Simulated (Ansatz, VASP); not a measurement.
**Two plane-wave programs on SiO2**

File INCAR:

```
PREC     = Accurate       # precision mode
ENCUT    = 520            # plane-wave cutoff, eV
EDIFF    = 1E-8           # SCF threshold, eV
ISMEAR   = -1             # smearing method
SIGMA    = 0.02           # smearing width, eV
LREAL    = Auto         
LASPH    = True           # aspherical terms in the spheres
NELM     = 80             # most SCF steps
ALGO     = Normal         # electronic algorithm
ISIF     = 2              # what is computed and relaxed
LWAVE    = False          # write WAVECAR
LCHARG   = False          # write CHGCAR
GGA      = PE             # functional
LEFG     = True         
NBANDS   = 82             # bands
```

The input KPOINTS:

```
Automatic mesh
0
Gamma
  3 3 3
```

POSCAR

```
SiO2
1.0
    7.1518728763      0.0000000000      0.0000000000
    0.0000000000      7.1518728763      0.0000000000
    0.0000000000      0.0000000000      7.1518728763
Si O
8 16
Direct
    0.9771259885      0.5228740115      0.4771259885
    0.5228740115      0.4771259885      0.9771259885
    0.4771259885      0.9771259885      0.5228740115
    0.0228740115      0.0228740115      0.0228740115
    0.7141775776      0.7858224224      0.2141775776
    0.7858224224      0.2141775776      0.7141775776
    0.2141775776      0.7141775776      0.7858224224
    0.2858224224      0.2858224224      0.2858224224
    0.8607175071      0.3328254486      0.5326132099
    0.3607175071      0.1671745514      0.4673867901
    0.1392824929      0.8328254486      0.9673867901
    0.1671745514      0.4673867901      0.3607175071
    0.9673867901      0.1392824929      0.8328254486
    0.4673867901      0.3607175071      0.1671745514
    0.3328254486      0.5326132099      0.8607175071
    0.5326132099      0.8607175071      0.3328254486
    0.1541929604      0.1541929604      0.1541929604
    0.3458070396      0.8458070396      0.6541929604
    0.6541929604      0.3458070396      0.8458070396
    0.8458070396      0.6541929604      0.3458070396
    0.6392824929      0.6671745514      0.0326132099
    0.0326132099      0.6392824929      0.6671745514
    0.6671745514      0.0326132099      0.6392824929
    0.8328254486      0.9673867901      0.1392824929
```

Input for Ansatz:

```yaml
crystal:
  lattice:
    - [7.1518728763, 0.0, 0.0]
    - [0.0, 7.1518728763, 0.0]
    - [0.0, 0.0, 7.1518728763]
  atoms:
    - { symbol: Si, position: [0.9771259885, 0.5228740115, 0.4771259885] }
    - { symbol: Si, position: [0.5228740115, 0.4771259885, 0.9771259885] }
    - { symbol: Si, position: [0.4771259885, 0.9771259885, 0.5228740115] }
    - { symbol: Si, position: [0.0228740115, 0.0228740115, 0.0228740115] }
    - { symbol: Si, position: [0.7141775776, 0.7858224224, 0.2141775776] }
    - { symbol: Si, position: [0.7858224224, 0.2141775776, 0.7141775776] }
    - { symbol: Si, position: [0.2141775776, 0.7141775776, 0.7858224224] }
    - { symbol: Si, position: [0.2858224224, 0.2858224224, 0.2858224224] }
    - { symbol: O, position: [0.8607175071, 0.3328254486, 0.5326132099] }
    - { symbol: O, position: [0.3607175071, 0.1671745514, 0.4673867901] }
    - { symbol: O, position: [0.1392824929, 0.8328254486, 0.9673867901] }
    - { symbol: O, position: [0.1671745514, 0.4673867901, 0.3607175071] }
    - { symbol: O, position: [0.9673867901, 0.1392824929, 0.8328254486] }
    - { symbol: O, position: [0.4673867901, 0.3607175071, 0.1671745514] }
    - { symbol: O, position: [0.3328254486, 0.5326132099, 0.8607175071] }
    - { symbol: O, position: [0.5326132099, 0.8607175071, 0.3328254486] }
    - { symbol: O, position: [0.1541929604, 0.1541929604, 0.1541929604] }
    - { symbol: O, position: [0.3458070396, 0.8458070396, 0.6541929604] }
    - { symbol: O, position: [0.6541929604, 0.3458070396, 0.8458070396] }
    - { symbol: O, position: [0.8458070396, 0.6541929604, 0.3458070396] }
    - { symbol: O, position: [0.6392824929, 0.6671745514, 0.0326132099] }
    - { symbol: O, position: [0.0326132099, 0.6392824929, 0.6671745514] }
    - { symbol: O, position: [0.6671745514, 0.0326132099, 0.6392824929] }
    - { symbol: O, position: [0.8328254486, 0.9673867901, 0.1392824929] }
kpoints:
  mp_grid: { grid: [3, 3, 3] }
scf:
  occupations: { method: fermi_dirac, width: 0.02 }
hamiltonian:
  xc: pbe
  pseudopotentials: { kind: paw, frozen_core: stored }
output:
  forces: true
  stress: true
  populations: true
  efg: { quadrupole_moments_barn: { O: -0.02558 } }
  write_density: true
  write_potential: true
  elf: true
  volumetric_format: npy
```

Change from the starting cell: volume scaled by 1.03.

Alike in both runs: task electric field gradients; functional PBE; k mesh 3 × 3 × 3; occupations fermi-dirac, width 0.02 eV; no spin polarisation.

|  | VASP | Ansatz |
| --- | --- | --- |
| version | VASP 6.6.1 | Ansatz 0.2.0 |
| potentials or method | VASP PAW PBE potentials, release 64 (Si, O) | plane-wave PAW, scalar-relativistic |
| plane-wave cutoff (eV) | 520 | 420 |
| valence electrons in the cell | 128 | 128 |

|  | VASP | Ansatz | Ansatz less VASP |
| --- | --- | --- | --- |
| gap on the k mesh at the Fermi level (eV) | 5.56 | 5.56 | +0.004 |
| pressure (GPa) | -3.4 | -3.4 | -0.07 |
| rms of the force components (eV/Å) | 0.131 | 0.131 | -0.0005 |
| size of Vzz on the site where it differs most (V/Å²) | 106.5 | 114.6 | +8.14 |

Atom by atom the forces differ by 0.008 eV/Å (rms over components).
